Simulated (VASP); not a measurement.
The system is GaAs.

```xyz
2
Lattice="0.0000 2.7691 2.7691 2.7691 0.0000 2.7691 2.7691 2.7691 0.0000" Properties=species:S:1:pos:R:3 pbc="T T T"
As    4.1537    4.1537    4.1537
Ga    0.0000    0.0000    0.0000
```

Base run:

| Quantity | Value |
| --- | --- |
| Program | VASP 6.6.1 |
| Functional | PBEsol |
| Dispersion | D3(BJ) |
| Potentials or basis | VASP PAW PBE potentials, release 64 (As, Ga_d) |
| Cutoff | 520 eV |
| k mesh | 8 × 8 × 8 |
| Occupations | fermi-dirac, width 0.05 eV |
| Spin | no spin polarisation |

Its results: band gap on the k mesh 0.93 eV, direct; pressure 3.0 GPa.

Problem. After a change of settings the same cell gave: band gap on the k mesh 1.12 eV, direct; pressure -1.6 GPa. Which change was it?
A. functional from PBEsol to PBE; further incar settings from ALGO = Normal; EDIFF = 1e-07; NBANDS = 16 to ALGO = Normal; EDIFF = 1e-06; NBANDS = 16
B. functional from PBEsol to BLYP; dispersion from D3(BJ) to none
C. dispersion from D3(BJ) to none
D. functional from PBEsol to RPBE

Solution. D.

Caveats: the PAW data sets were made with another functional, which shifts forces and pressure a little.
